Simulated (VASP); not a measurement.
# LiGeH3 (P4/mbm) in VASP: density of states with PBE

Aim: the density of states of LiGeH3 with PBE.

Program: VASP 6.6.1. These are calculated values, not measurements. Logs are shortened: lines on timing, memory, paths and dates and some standing lists are left out, and cuts for length are marked.

## 1. The cell of the first run

The structure is tetragonal, space group P4/mbm (No. 127). Conventional cell: a = 5.380 Å, b = 5.380 Å, c = 3.659 Å, α = 90.00°, β = 90.00°, γ = 90.00°. Li (site symmetry mmm) has 8 H at 2.24 to 2.69 Å within 3.0 Å. Ge (site symmetry 4/m) has 6 H at 1.83 to 2.00 Å within 2.4 Å. H (site symmetry m2m) has 2 Ge at 2.00 Å and 2 Li at 2.24 Å and 1 H at 2.58 Å within 2.6 Å. H (site symmetry 4/m) has 2 Ge at 1.83 Å within 2.4 Å.

## 2. Density of states, PBE

Contents of POSCAR:

```
LiGeH3
1.0
    5.3797078486      0.0000000000      0.0000000000
    0.0000000000      5.3797078486      0.0000000000
    0.0000000000      0.0000000000      3.6587470933
Li Ge H
2 2 6
Direct
    0.0000000000      0.5000000000      0.5000000000
    0.5000000000      0.0000000000      0.5000000000
    0.5000000000      0.5000000000      0.0000000000
    0.0000000000      0.0000000000      0.0000000000
    0.8301654882      0.3301654882      0.0000000000
    0.6698345118      0.8301654882      0.0000000000
    0.5000000000      0.5000000000      0.5000000000
    0.1698345118      0.6698345118      0.0000000000
    0.3301654882      0.1698345118      0.0000000000
    0.0000000000      0.0000000000      0.5000000000
```

Contents of INCAR.step1:

```
ALGO     = Normal         # electronic algorithm
EDIFF    = 1E-6           # SCF threshold, eV
ENCUT    = 520            # plane-wave cutoff, eV
GGA      = PE             # functional
ISIF     = 2              # what is computed and relaxed
ISMEAR   = 0              # smearing method
LASPH    = T              # aspherical terms in the spheres
LCHARG   = T              # write CHGCAR
LREAL    = F              # projectors in reciprocal space
LWAVE    = F              # write WAVECAR
NBANDS   = 31             # bands
NELM     = 100            # most SCF steps
PREC     = Accurate       # precision mode
SIGMA    = 0.1            # smearing width, eV
```

Contents of KPOINTS.step1:

```
k-points
0
Gamma
  8 8 10
```

Contents of INCAR.step2:

```
ALGO     = Normal         # electronic algorithm
EDIFF    = 1E-6           # SCF threshold, eV
ENCUT    = 520            # plane-wave cutoff, eV
GGA      = PE             # functional
ICHARG   = 11             # starting density
ISIF     = 2              # what is computed and relaxed
ISMEAR   = -5             # smearing method
LASPH    = T              # aspherical terms in the spheres
LCHARG   = F              # write CHGCAR
LORBIT   = 10             # projections on sites
LREAL    = F              # projectors in reciprocal space
LWAVE    = F              # write WAVECAR
NBANDS   = 31             # bands
NEDOS    = 1001           # points of the DOS
NELM     = 100            # most SCF steps
PREC     = Accurate       # precision mode
SIGMA    = 0.1            # smearing width, eV
```

Contents of KPOINTS.step2:

```
k-points
0
Gamma
  12 12 15
```

Potentials or basis: VASP PAW PBE potentials, release 64 (Li_sv, Ge_d, H).

Run with:

```sh
$ cat potpaw_PBE.64/Li_sv/POTCAR potpaw_PBE.64/Ge_d/POTCAR potpaw_PBE.64/H/POTCAR > POTCAR
$ cp INCAR.step1 INCAR
$ cp KPOINTS.step1 KPOINTS
$ mpirun -np 1 vasp_std > vasp.out
$ cp INCAR.step2 INCAR
$ cp KPOINTS.step2 KPOINTS
$ mpirun -np 1 vasp_std > vasp.out
```

OUTCAR:

```text
EDIFF = 1E-6
   ENCUT = 520
   GGA = PE
   ICHARG = 11
   ISIF = 2
   ISMEAR = -5
   LASPH = T
   LORBIT = 10
   LREAL = F
   NELM = 100
   PREC = Accurate

 ion  position               nearest neighbor table
   1  0.000  0.500  0.500-
   2  0.500  0.000  0.500-
   3  0.500  0.500  0.000-   7 1.83   7 1.83
   4  0.000  0.000  0.000-  10 1.83  10 1.83
   5  0.830  0.330  0.000-
   6  0.670  0.830  0.000-
   7  0.500  0.500  0.500-   3 1.83   3 1.83
   8  0.170  0.670  0.000-
   9  0.330  0.170  0.000-
  10  0.000  0.000  0.500-   4 1.83   4 1.83

  LATTYP: Found a simple tetragonal cell.
 ALAT       =     5.3797078486
 C/A-ratio  =     0.6801014472

  Lattice vectors:

 A1 = (   5.3797078486,   0.0000000000,   0.0000000000)
 A2 = (   0.0000000000,   5.3797078486,   0.0000000000)
 A3 = (   0.0000000000,   0.0000000000,   3.6587470933)

Analysis of symmetry for initial positions (statically):
=====================================================================
 Subroutine PRICEL returns:
 Original cell was already a primitive cell.

 Routine SETGRP: Setting up the symmetry group for a
 simple tetragonal supercell.

 Subroutine GETGRP returns: Found 16 space group operations
 (whereof  8 operations were pure point group operations)
 out of a pool of 16 trial point group operations.

The static configuration has the point symmetry C_4h.
 The point group associated with its full space group is D_4h.

Analysis of symmetry for dynamics (positions and initial velocities):
=====================================================================
 Subroutine PRICEL returns:
 Original cell was already a primitive cell.

 Routine SETGRP: Setting up the symmetry group for a
 simple tetragonal supercell.

 Subroutine GETGRP returns: Found 16 space group operations
 (whereof  8 operations were pure point group operations)
 out of a pool of 16 trial point group operations.

The dynamic configuration has the point symmetry C_4h.
 The point group associated with its full space group is D_4h.

 Subroutine INISYM returns: Found 16 space group operations
 (whereof  8 operations are pure point group operations),
[... 122 lines left out ...]
   POTIM  = 0.5000    time-step for ionic-motion
   TEBEG  =    0.0;   TEEND  =   0.0 temperature during run
   PSTRESS=    0.0 pullay stress
   NELECT =      40.0000    total number of electrons
   NUPDOWN=      -1.0000    fix difference up-down
   EMIN   =  10.00;   EMAX   =-10.00  energy-range for DOS
   EFERMI =   0.00;   METHOD = LEGACY
   ISMEAR =    -5;   SIGMA  =   0.10  broadening in eV -4-tet -1-fermi 0-gaus
   EFERMI_NEDOS =   21; number of points for ismear=-14 and -15
   IALGO  =     38    algorithm
   IMIX   =      4    mixing-type and parameters
     AMIX     =   0.40;   BMIX     =  1.00
     AMIX_MAG =   1.60;   BMIX_MAG =  1.00
  volume/ion in A,a.u.               =      10.59        71.46
  Fermi-wavevector in a.u.,A,eV,Ry     =   1.183436  2.236370 19.055253  1.400522
  Thomas-Fermi vector in A             =   2.319671
   LORBIT       =     10    0 simple, 1 ext, 2 COOP (PROOUT), +10 PAW based schemes
   GGA     = PE    functional components
   LHFCALC =     F    Hartree Fock is set to
   AEXX    =    0.0000 exact exchange contribution
   IVDW    =     0    specifies the selected vdW correction
   LEPSILON=     F    determine dielectric tensor
   LRPA    =     F    only Hartree local field effects (RPA)
 non-spin polarized calculation
 Fermi weights with tetrahedron method with Bloechl corrections
  energy-cutoff  :      520.00
  volume of cell :      105.89
 maximum number of plane-waves:      2876

 number of electron      39.9999967 magnetization

 Free energy of the ion-electron system (eV)
  ---------------------------------------------------
  ext. energy  EPLUGINS =         0.00000000
  ---------------------------------------------------
  free energy    TOTEN  =       -31.05936141 eV

  energy without entropy =      -31.05936141  energy(sigma->0) =      -31.05936141

 E-fermi :   3.3249     XC(G=0):  -8.8436

 val. band max:        3.5664832293   @ k =   0.0000   0.0000   0.4667
 cond. band min:       3.1516747128   @ k =   0.0000   0.0000   0.2000
 fundamental gap:     -0.4148085165
 Fermi energy:         3.3248932790

 k-point     1 :       0.0000    0.0000    0.0000
  band No.  band energies     occupation
      1     -44.7585      2.00000
      2     -44.7579      2.00000
      3     -21.5790      2.00000
      4     -21.5726      2.00000
      5     -21.5712      2.00000
      6     -21.5515      2.00000
[... 805 lines left out ...]
     30       9.2089      0.00000
     31      10.3306      0.00000

 [... further k-points ...]
[... 5 lines left out ...]
  --------------------------------------------------------------------------------------
  -------------------------------------------------------------------------------------
  Total        0.5892467      0.5892467      1.0743463      0.0000000     -0.0000000      0.0000000
  in kB        8.9157514      8.9157514     16.2556790      0.0000000     -0.0000000      0.0000000
  external PRESSURE =      11.3623940 kB  Pullay stress =       0.0000000 kB

 VOLUME and BASIS-vectors are now :
 -----------------------------------------------------------------------------
  energy-cutoff  :      520.00
  volume of cell :      105.89
      direct lattice vectors                 reciprocal lattice vectors
     5.379707849  0.000000000  0.000000000     0.185883700  0.000000000  0.000000000
     0.000000000  5.379707849  0.000000000     0.000000000  0.185883700  0.000000000
     0.000000000  0.000000000  3.658747093     0.000000000  0.000000000  0.273317607

 POSITION                                       TOTAL-FORCE (eV/Angst)
 -----------------------------------------------------------------------------------
      0.00000      2.68985      1.82937         0.000000     -0.000000      0.000000
      2.68985      0.00000      1.82937         0.000000     -0.000000      0.000000
      2.68985      2.68985      0.00000         0.000000     -0.000000      0.000000
      0.00000      0.00000      0.00000         0.000000     -0.000000      0.000000
      4.46605      1.77619      0.00000        -0.024486     -0.024486     -0.000000
      3.60351      4.46605      0.00000         0.024486     -0.024486      0.000000
      2.68985      2.68985      1.82937         0.000000     -0.000000      0.000000
      0.91366      3.60351      0.00000         0.024486      0.024486      0.000000
      1.77619      0.91366      0.00000        -0.024486      0.024486     -0.000000
      0.00000      0.00000      1.82937         0.000000     -0.000000      0.000000
 -----------------------------------------------------------------------------------
    total drift:                                0.000000      0.000000     -0.000000

  FREE ENERGIE OF THE ION-ELECTRON SYSTEM (eV)
  ---------------------------------------------------
  free  energy   TOTEN  =       -31.0593614122 eV

  energy  without entropy=      -31.0593614122  energy(sigma->0) =      -31.05936141

 total charge

# of ion       s       p       d       tot
------------------------------------------
    1        2.003   0.028   0.000   2.031
    2        2.003   0.028   0.000   2.031
    3        1.259   0.992  10.052  12.303
    4        1.259   0.992  10.052  12.303
    5        0.494   0.010   0.000   0.504
    6        0.494   0.010   0.000   0.504
    7        0.513   0.017   0.000   0.530
    8        0.494   0.010   0.000   0.504
    9        0.494   0.010   0.000   0.504
   10        0.513   0.017   0.000   0.530
--------------------------------------------------
tot          9.525   2.113  20.104  31.742
```

OSZICAR.step1:

```text
N       E                     dE             d eps       ncg     rms          rms(c)
DAV:   1     0.317052386232E+03    0.31705E+03   -0.19000E+04  6684   0.245E+03
DAV:   2     0.271975988533E+02   -0.28985E+03   -0.27693E+03  5595   0.697E+02
DAV:   3    -0.252951409082E+02   -0.52493E+02   -0.51927E+02  6587   0.154E+02
DAV:   4    -0.317476365910E+02   -0.64525E+01   -0.63884E+01  9443   0.429E+01
DAV:   5    -0.320901334642E+02   -0.34250E+00   -0.34204E+00  7166   0.105E+01    0.605E+00
DAV:   6    -0.313128824503E+02    0.77725E+00   -0.56697E-01  8607   0.488E+00    0.308E+00
DAV:   7    -0.310691430283E+02    0.24374E+00   -0.65891E-01  7589   0.306E+00    0.600E-01
DAV:   8    -0.310751399336E+02   -0.59969E-02   -0.84933E-02  8968   0.222E+00    0.199E-01
DAV:   9    -0.310746711344E+02    0.46880E-03   -0.57067E-03  7764   0.721E-01    0.110E-01
DAV:  10    -0.310749986050E+02   -0.32747E-03   -0.14120E-03  7557   0.354E-01    0.394E-02
DAV:  11    -0.310750153284E+02   -0.16723E-04   -0.20999E-04  7841   0.160E-01    0.154E-02
DAV:  12    -0.310750100116E+02    0.53168E-05   -0.18870E-05  7221   0.323E-02    0.312E-03
DAV:  13    -0.310750105223E+02   -0.51070E-06   -0.22833E-06  5876   0.806E-03
   1 F= -.31075011E+02 E0= -.31072150E+02  d E =-.572027E-02
```

Run time: 13 min. Hardware: 1 thread of Intel Xeon Platinum 8175M at 2.50GHz (Skylake/Cascade Lake), shared host; peak memory 0.63 GiB.

Results:

| Item | Value |
| --- | --- |
| Valence electrons inside the program's atomic spheres | Li 2.03; Ge 12.30; H 0.50, 0.53 |

Levels at points of the mesh, in eV from the Fermi level:
```
           k point  band 18  band 19  band 20  band 21  band 22  band 23
(0.00, 0.00, 0.00)    -3.00    -0.59    -0.59     0.18     0.90     1.84
(0.50, 0.00, 0.00)    -4.65     0.16     0.16     0.97     0.97     1.93
(0.50, 0.50, 0.00)    -2.30     0.81     0.81     1.17     1.17     1.68
```

Caveat: the cutoff is under 1.25 times the usual one of these potentials, so pressure, stress and relaxed cells hold a basis-set (Pulay) error; tetrahedron occupations give inexact forces and stress in metals.
